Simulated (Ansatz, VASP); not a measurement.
This is a calculation of Zn for Ansatz 0.2.0.

Contents of input.yaml:

```yaml
crystal:
  lattice:
    - [2.2529470963, -1.2997049534, 0.0]
    - [2.2529470963, 1.2997049534, 0.0]
    - [-1.5810335593, 0.0, 7.2514106874]
  atoms:
    - { symbol: Zn, position: [0.77801786, 0.77801786, 0.33450498] }
    - { symbol: Zn, position: [0.22198214, 0.22198214, 0.66549502] }
    - { symbol: Zn, position: [0.0, 0.0, 0.0] }
kpoints:
  mp_grid: { grid: [12, 12, 4] }
scf:
  occupations: { method: fermi_dirac, width: 0.05 }
hamiltonian:
  xc: lda
  pseudopotentials: { kind: all_electron, lapw: { basis_error: 0.002 } }
output:
  forces: true
  stress: true
  eigenvalues: true
```

Potentials or basis: all-electron LAPW, scalar-relativistic.

The run is started by

```console
$ ansatz run input.yaml --threads 2 --pin off --max-ram 8192MiB --backend cpu --events-out ev --progress --plain --runs-dir out
```

Q: Translate it to VASP 6.6.1. Potentials there: VASP PAW LDA potentials, release 64 (Zn).

A: As run (the cutoff follows the program's own potentials):

The input INCAR:

```
SYSTEM = Zn
ALGO = Fast ; EDIFF = 1E-6
ENCUT = 520 ; GGA = CA
ISIF = 2 ; ISMEAR = -1
LASPH = .True. ; LCHARG = .True.
LELF = .True. ; LREAL = .False.
LVHAR = .True. ; LWAVE = .False.
NBANDS = 25 ; NELM = 100
PREC = Accurate ; SIGMA = 0.05
```

KPOINTS

```
k-points
0
Gamma
  12 12 4
  0 0 0
```

Contents of POSCAR:

```
Zn
1.0
    2.2529470963     -1.2997049534      0.0000000000
    2.2529470963      1.2997049534      0.0000000000
   -1.5810335593      0.0000000000      7.2514106874
Zn
3
Direct
    0.7780178600      0.7780178600      0.3345049800
    0.2219821400      0.2219821400      0.6654950200
    0.0000000000      0.0000000000      0.0000000000
```

Potentials or basis: VASP PAW LDA potentials, release 64 (Zn).

Launch:

```bash
$ cat potpaw_LDA.64/Zn/POTCAR > POTCAR
$ mpirun -np 1 vasp_std > vasp.out
```

Both were run:

|  | VASP | Ansatz | Ansatz less VASP |
| --- | --- | --- | --- |
| gap on the k mesh at the Fermi level (eV) | none | none | - |
| pressure (GPa) | -3.2 | -3.6 | -0.35 |
| traceless stress, the component that is largest in VASP (GPa) | 4.41 | 4.62 | +0.213 |
| rms of the force components (eV/Å) | 0.005 | 0.004 | -0.0004 |

LDA's correlation is that of Perdew and Zunger in VASP and of Perdew and Wang (1992) in Ansatz. Atom by atom the forces differ by 0.001 eV/Å (rms over components). A gap of «none» marks a metal or a gap that the smearing closes. Ansatz ran all-electron here, and VASP with PAW potentials.
